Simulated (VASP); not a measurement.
A run of VASP 6.6.1 is set up as follows.

File POSCAR:

```
Rh
1.0
    0.0000000000      1.9733027232      1.9733027232
    1.9733027232      0.0000000000      1.9733027232
    1.9733027232      1.9733027232      0.0000000000
Rh
1
Direct
    0.0000000000      0.0000000000      0.0000000000
```

Contents of INCAR.step1:

```
SYSTEM = Rh
  PREC = Accurate
  ENCUT = 520
  ISMEAR = -1
  SIGMA = 0.05
  LREAL = .False.
  LASPH = .True.
  NELM = 150
  ISPIN = 2
  MAGMOM = 1
  LMAXMIX = 4
  NBANDS = 18
  GGA = PE
  ALGO = Normal
  EDIFF = 1E-4
  LWAVE = .True.
  LCHARG = .False.
```

The input INCAR.step2:

```
SYSTEM = Rh
  PREC = Accurate
  ENCUT = 520
  EDIFF = 1E-6
  ISMEAR = -1
  SIGMA = 0.05
  LREAL = .False.
  LASPH = .True.
  NELM = 150
  ALGO = Normal
  ISIF = 2
  LWAVE = .False.
  LCHARG = .False.
  ISPIN = 2
  MAGMOM = 1
  LORBIT = 11
  LMAXMIX = 4
  METAGGA = R2SCAN
  LMIXTAU = .True.
  NBANDS = 18
  ISTART = 1
```

KPOINTS

```
Automatic mesh
0
Gamma
  23 23 23
  0 0 0
```

Potentials or basis: VASP PAW PBE potentials, release 64 (Rh_pv).

The run is started by

```sh
$ cat potpaw_PBE.64/Rh_pv/POTCAR > POTCAR
$ cp INCAR.step1 INCAR
$ mpirun -np 1 vasp_std > vasp.out
$ cp INCAR.step2 INCAR
$ mpirun -np 1 vasp_std > vasp.out
```

Problem. Estimate the pressure.

Solution. -23.1 GPa.

Problem. What does it give for the net moment?

Solution. 0.00 μB per cell.

Caveat: the cell stands under tension; an empty level that is flat over the whole mesh can mark a ghost state of the potentials, or a narrow d or f band; the PAW data sets were made with another functional, which shifts forces and pressure a little.
